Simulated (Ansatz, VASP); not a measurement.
# One calculation of ZrC, two programs

File INCAR:

```
SYSTEM = ZrC
PREC = Accurate
ENCUT = 520
EDIFF = 1E-6
ISMEAR = 0
SIGMA = 0.1
LREAL = .False.
LASPH = .True.
NELM = 60
ALGO = Normal
ISIF = 2
LWAVE = .False.
LCHARG = .False.
GGA = CA
NBANDS = 15
```

Contents of KPOINTS:

```
Automatic mesh
0
Gamma
  20 20 20
  0 0 0
```

File POSCAR:

```
ZrC
1.0
    0.0000000000      2.3543208051      2.3543208051
    2.3543208051      0.0000000000      2.3543208051
    2.3543208051      2.3543208051      0.0000000000
Zr C
1 1
Direct
    0.5000000000      0.5000000000      0.5000000000
    0.0000000000      0.0000000000      0.0000000000
```

Input for Ansatz:

```yaml
crystal:
  lattice:
    - [0.0, 2.3543208051, 2.3543208051]
    - [2.3543208051, 0.0, 2.3543208051]
    - [2.3543208051, 2.3543208051, 0.0]
  atoms:
    - { symbol: Zr, position: [0.5, 0.5, 0.5] }
    - { symbol: C, position: [0.0, 0.0, 0.0] }
basis:
  ecutwfc: 420
kpoints:
  mp_grid: { grid: [20, 20, 20] }
  band_path:
    path:
      - [[0.0, 0.0, 0.0], [0.5, 0.0, 0.5], [0.625, 0.25, 0.625]]
      - [[0.375, 0.375, 0.75], [0.0, 0.0, 0.0], [0.5, 0.5, 0.5], [0.5, 0.25, 0.75], [0.5, 0.0, 0.5]]
    npoints: 14
hamiltonian:
  xc: lda
scf:
  occupations: { method: gaussian, width: 0.1 }
  n_extra_bands: 6
output:
  forces: true
  stress: true
  eigenvalues: true
  populations: true
  dos: { projected: true, de: 0.02, nscf_kmesh: { grid: [24, 24, 24] } }
  bader: true
```

Alike in both runs: task single point; functional LDA; k mesh 20 × 20 × 20; occupations gaussian, width 0.1 eV; no spin polarisation.

|  | VASP | Ansatz |
| --- | --- | --- |
| version | VASP 6.6.1 | Ansatz 0.2.0 |
| potentials or method | VASP PAW LDA potentials, release 64 (Zr_sv, C), cutoff 520 eV | scalar-relativistic, plane waves, PAW |
| valence electrons in the cell | 16 | 16 |

Ansatz gave:

| Item | Value |
| --- | --- |
| gap on the k mesh at the Fermi level (eV) | none |
| pressure (GPa) | -9.7 |

Task: Which values does VASP return?

Result: gap on the k mesh at the Fermi level (eV): none; pressure (GPa): -9.2.

LDA's correlation is that of Perdew and Zunger in VASP and of Perdew and Wang (1992) in Ansatz. A gap of «none» marks a metal or a gap that the smearing closes.
